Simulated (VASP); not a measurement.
A run of VASP 6.6.1 is set up as follows.

Contents of INCAR:

```
ALGO = Normal ; EDIFF = 1E-6
ENCUT = 520 ; GGA = PE
ISIF = 2 ; ISMEAR = 0
LASPH = T ; LCHARG = F
LREAL = F ; LWAVE = F
NBANDS = 20 ; NELM = 100
PREC = Accurate ; SIGMA = 0.1
```

Contents of KPOINTS:

```
k-points
0
Gamma
  6 6 6
```

POSCAR

```
Ba2H3
1.0
    4.9915091600      0.0000000000      0.0000000000
   -2.4957545800      4.3227737300      0.0000000000
    0.0000000000      0.0000000000      3.6851719300
Ba H
2 3
Direct
    0.3333333300      0.6666666700      0.5000000000
    0.6666666700      0.3333333300      0.5000000000
    0.3333333300      0.6666666700      0.0000000000
    0.6666666700      0.3333333300      0.0000000000
    0.0000000000      0.0000000000      0.0000000000
```

Potentials or basis: VASP PAW PBE potentials, release 64 (Ba_sv, H).

Command:

```console
$ cat potpaw_PBE.64/Ba_sv/POTCAR potpaw_PBE.64/H/POTCAR > POTCAR
$ mpirun -np 1 vasp_std > vasp.out
```

(1) Predict the pressure.

Answers

(1) 31.4 GPa.
